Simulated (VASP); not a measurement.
## SiC (CsCl type): relaxation of cell and atoms with PBE

SiC (CsCl type):

```xyz
2
Lattice="2.3889 0.0000 0.0000 0.0000 2.3889 0.0000 0.0000 0.0000 2.3889" Properties=species:S:1:pos:R:3 pbc="T T T"
Si    0.0000    0.0000    0.0000
C     1.1944    1.1944    1.1944
```

| Quantity | Value |
| --- | --- |
| Program | VASP 6.6.1 |
| Task | relaxation of cell and atoms |
| Functional | PBE |
| Potentials or basis | VASP PAW PBE potentials, release 64 (Si, C) |
| Cutoff | 600 eV |
| k mesh | 15 × 15 × 15 |
| Occupations | fermi-dirac, width 0.1 eV |
| Spin | no spin polarisation |
| Target pressure | 100 GPa |
| Dipole correction | no |
| Further INCAR settings | ALGO = Normal; EDIFF = 1e-07; IBRION = 2; EDIFFG = -0.005; NSW = 32; ISIF = 3 |

The pressure after relaxing is 99.9 GPa and the band gap on the k mesh is zero (bands 4 and 5 overlap by 4.52 eV).

Final structure:
```cif
data_structure
_symmetry_space_group_name_H-M 'P 1'
_symmetry_Int_Tables_number 1
_cell_length_a 2.3889
_cell_length_b 2.3889
_cell_length_c 2.3889
_cell_angle_alpha 90.000
_cell_angle_beta 90.000
_cell_angle_gamma 90.000
_cell_volume 13.63
loop_
_atom_site_label
_atom_site_type_symbol
_atom_site_fract_x
_atom_site_fract_y
_atom_site_fract_z
_atom_site_occupancy
Si1 Si 0.00000 0.00000 0.00000 1
C1 C 0.50000 0.50000 0.50000 1
```

Levels at points of the mesh, in eV from the Fermi level:
| k point | band 1 | band 2 | band 3 | band 4 | band 5 | band 6 | band 7 | band 8 |
| --- | --- | --- | --- | --- | --- | --- | --- | --- |
| (0.00, 0.00, 0.00) | -21.28 | -1.55 | -1.55 | -1.55 | 4.16 | 4.16 | 5.75 | 17.52 |

It took 17 s on 1 thread of Intel Xeon 8259CL (shared host), peak memory 0.13 GiB.

Caveat: the relaxation stopped at its first step, so nothing moved; the cell is relaxed towards a set pressure, so the run minimises the enthalpy, not the energy.
